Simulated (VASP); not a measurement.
# TcPt (P-6m2) in VASP: a series of runs, part 2 of 2

VASP 6.6.1. The steps go on from the part before.

**3. Relaxation of volume and atoms at fixed shape, LDA**

This run uses another cell than the first one, of 15.04 Å³/atom, 1.061 times its volume.

INCAR

```
SYSTEM = TcPt
PREC = Accurate
ENCUT = 600
EDIFF = 1E-7
ISMEAR = -1
SIGMA = 0.1
LREAL = .FALSE.
LASPH = .TRUE.
NELM = 80
ALGO = Normal
ISIF = 8
LWAVE = .FALSE.
LCHARG = .FALSE.
IBRION = 2
NSW = 60
EDIFFG = -0.03
```

KPOINTS

```
regular mesh
0
G
  7 7 4
  0 0 0
```

POSCAR

```
TcPt
1.0
    2.7827060000      0.0000000000      0.0000000000
   -1.3913530000      2.4098940000      0.0000000000
    0.0000000000      0.0000000000      4.4858650000
Tc Pt
1 1
Direct
    0.6666666667      0.3333333333      0.0000000000
    0.0000000000      0.0000000000      0.5000000000
```

Potentials or basis: VASP PAW LDA potentials, release 64 (Tc_pv, Pt).

On the command line:

```
cat potpaw_LDA.64/Tc_pv/POTCAR potpaw_LDA.64/Pt/POTCAR > POTCAR
mpirun -np 1 vasp_std > vasp.out
```

OUTCAR:

```text
SYSTEM = TcPt
   PREC = Accurate
   ENCUT = 600
   EDIFF = 1E-7
   ISMEAR = -1
   LREAL = .FALSE.
   LASPH = .TRUE.
   NELM = 80
   ISIF = 8
   IBRION = 2
   NSW = 60
   EDIFFG = -0.03

 ion  position               nearest neighbor table
   1  0.667  0.333  0.000-   2 2.76   2 2.76   2 2.76   2 2.76   2 2.76   2 2.76
   2  0.000  0.000  0.500-   1 2.76   1 2.76   1 2.76   1 2.76   1 2.76   1 2.76

  LATTYP: Found a hexagonal cell.
 ALAT       =     2.7827060000
 C/A-ratio  =     1.6120513630

  Lattice vectors:

 A1 = (   2.7827060000,   0.0000000000,   0.0000000000)
 A2 = (  -1.3913530000,   2.4098940000,   0.0000000000)
 A3 = (   0.0000000000,   0.0000000000,   4.4858650000)

Analysis of symmetry for initial positions (statically):
=====================================================================
 Subroutine PRICEL returns:
 Original cell was already a primitive cell.

 Routine SETGRP: Setting up the symmetry group for a
 hexagonal supercell.

 Subroutine GETGRP returns: Found 12 space group operations
 (whereof 12 operations were pure point group operations)
 out of a pool of 24 trial point group operations.

The static configuration has the point symmetry D_3h.

Analysis of symmetry for dynamics (positions and initial velocities):
=====================================================================
 Subroutine PRICEL returns:
 Original cell was already a primitive cell.

 Routine SETGRP: Setting up the symmetry group for a
 hexagonal supercell.

 Subroutine GETGRP returns: Found 12 space group operations
 (whereof 12 operations were pure point group operations)
 out of a pool of 24 trial point group operations.

The dynamic configuration has the point symmetry D_3h.

 Subroutine INISYM returns: Found 12 space group operations
 (whereof 12 operations are pure point group operations),
 and found     1 'primitive' translations

[... 107 lines left out ...]
   EFERMI =   0.00;   METHOD = LEGACY
   ISMEAR =    -1;   SIGMA  =   0.10  broadening in eV -4-tet -1-fermi 0-gaus
   EFERMI_NEDOS =   21; number of points for ismear=-14 and -15
   IALGO  =     38    algorithm
   IMIX   =      4    mixing-type and parameters
     AMIX     =   0.40;   BMIX     =  1.00
     AMIX_MAG =   1.60;   BMIX_MAG =  1.00
  volume/ion in A,a.u.               =      15.04       101.50
  Fermi-wavevector in a.u.,A,eV,Ry     =   1.496972  2.828867 30.489630  2.240925
  Thomas-Fermi vector in A             =   2.608920
   LORBIT       =      0    0 simple, 1 ext, 2 COOP (PROOUT), +10 PAW based schemes
   GGA     = CA    functional components
   LHFCALC =     F    Hartree Fock is set to
   AEXX    =    0.0000 exact exchange contribution
   IVDW    =     0    specifies the selected vdW correction
   LEPSILON=     F    determine dielectric tensor
   LRPA    =     F    only Hartree local field effects (RPA)
 conjugate gradient relaxation of ions
 non-spin polarized calculation
  energy-cutoff  :      600.00
  volume of cell :       30.08
 maximum number of plane-waves:      1021
 NGX is ok and might be reduce to    24
   NGX = 11   NGY = 11   NGZ = 17

--------------------------------------- Ionic step        1  -------------------------------------------

 number of electron      22.9999998 magnetization

 Free energy of the ion-electron system (eV)
  ---------------------------------------------------
  ext. energy  EPLUGINS =         0.00000000
  ---------------------------------------------------
  free energy    TOTEN  =       -19.32624411 eV

  energy without entropy =      -19.24835034  energy(sigma->0) =      -19.28729722

------------------------ aborting loop because EDIFF is reached ----------------------------------------

  FORCE on cell =-STRESS in cart. coord.  units (eV):
  Direction    XX          YY          ZZ          XY          YZ          ZX
  --------------------------------------------------------------------------------------
  -------------------------------------------------------------------------------------
  Total       -3.2673635     -3.2673632     -2.8520625      0.0000000      0.0000000      0.0000000
  in kB     -174.0189586   -174.0189460   -151.9001323      0.0000000      0.0000000      0.0000000
  external PRESSURE =    -166.6460123 kB  Pullay stress =       0.0000000 kB
[... 131 lines left out ...]
--------------------------------------- Ionic step        5  -------------------------------------------

 number of electron      23.0000000 magnetization

 Free energy of the ion-electron system (eV)
  ---------------------------------------------------
  ext. energy  EPLUGINS =         0.00000000
  ---------------------------------------------------
  free energy    TOTEN  =       -19.41830864 eV

  energy without entropy =      -19.34504174  energy(sigma->0) =      -19.38167519

 E-fermi :  12.9351     XC(G=0): -14.0615

 val. band max:       12.9346375028   @ k =   0.2857   0.2857   0.0000
 cond. band min:      12.9570450367   @ k =   0.4286   0.0000   0.5000
 fundamental gap:      0.0224075339
 Fermi energy:        12.9350717390

 k-point     1 :       0.0000    0.0000    0.0000
  band No.  band energies     occupation
      1     -26.3095      2.00000
      2     -25.6186      2.00000
      3     -25.6186      2.00000
      4       2.8686      2.00000
      5       5.8382      2.00000
      6       8.6973      2.00000
      7       8.6973      2.00000
      8       9.7525      2.00000
      9      10.3415      2.00000
     10      10.3415      2.00000
     11      11.2965      2.00000
     12      11.2965      2.00000
     13      12.9710      0.82242
     14      14.1044      0.00002
[... 442 lines left out ...]
  FREE ENERGIE OF THE ION-ELECTRON SYSTEM (eV)
  ---------------------------------------------------
  free  energy   TOTEN  =       -19.4183086374 eV

  energy  without entropy=      -19.3450417427  energy(sigma->0) =      -19.38167519

 reached required accuracy - stopping structural energy minimisation
```

OSZICAR:

```text
N       E                     dE             d eps       ncg     rms          rms(c)
DAV:   1     0.216429259182E+03    0.21643E+03   -0.14667E+04   720   0.169E+03
DAV:   2    -0.163889067973E+02   -0.23282E+03   -0.22968E+03   867   0.405E+02
DAV:   3    -0.208288794376E+02   -0.44400E+01   -0.44153E+01   769   0.630E+01
[... 48 lines left out ...]
DAV:   2    -0.194183213856E+02    0.32670E-03   -0.10160E-03   720   0.322E-01    0.318E-02
DAV:   3    -0.194183133680E+02    0.80176E-05   -0.17391E-04   776   0.111E-01    0.364E-02
DAV:   4    -0.194183060583E+02    0.73097E-05   -0.57680E-05   790   0.591E-02    0.178E-02
DAV:   5    -0.194183085569E+02   -0.24986E-05   -0.35442E-06   720   0.171E-02    0.194E-03
DAV:   6    -0.194183086374E+02   -0.80463E-07   -0.11711E-07   459   0.301E-03
   5 F= -.19418309E+02 E0= -.19381675E+02  d E =-.920645E-01
```

Wall time 22 s (1 thread of Intel Xeon Platinum 8488C (Sapphire Rapids), shared host); peak memory 0.15 GiB.

Results:

```yaml
Free_energy: -19.4183 eV
Relaxed_volume: 14.20 Å³/atom
Relaxed_cell: a = 2.730 Å, b = 2.730 Å, c = 4.401 Å, α = 90.00°, β = 90.00°, γ = 120.00°
Space_group_after_relaxing_to_0.05_Å: P-6m2 (No. 187)
Energy_gained_by_relaxing: 46.0 meV/atom
Ionic_steps: 5
Pressure_after_relaxing: 0.0 GPa
```

Step by step:
| step | energy change (eV) | largest force (eV/Å) | pressure (GPa) | volume (Å³) |
| --- | --- | --- | --- | --- |
| 1 | 0.0000 | 0.0000 | -16.66 | 30.08 |
| 2 | 1.0335 | 0.0000 | 92.47 | 23.77 |
| 3 | -0.0915 | 0.0000 | -1.40 | 28.53 |
| 4 | -0.0920 | 0.0000 | -0.35 | 28.44 |
| 5 | -0.0921 | 0.0000 | 0.02 | 28.41 |

Final structure:
```yaml
crystal:
  lattice:
    - [2.73005, 0.00000, 0.00000]
    - [-1.36502, 2.36429, 0.00000]
    - [0.00000, 0.00000, 4.40098]
  atoms:
    - { symbol: Tc, position: [0.66667, 0.33333, 0.00000] }
    - { symbol: Pt, position: [0.00000, 0.00000, 0.50000] }
```

Levels at points of the mesh, in eV from the Fermi level:
| k point | band 9 | band 10 | band 11 | band 12 | band 13 | band 14 |
| --- | --- | --- | --- | --- | --- | --- |
| (0.00, 0.00, 0.00) | -2.59 | -2.59 | -1.64 | -1.64 | 0.04 | 1.17 |
| (0.00, 0.00, 0.50) | -3.08 | -3.08 | -2.93 | -0.55 | -0.55 | 1.00 |

Caveat: the k points lie up to 0.38 Å⁻¹ apart in the final cell; spin-orbit coupling is left out, which moves the levels of the heavy elements.
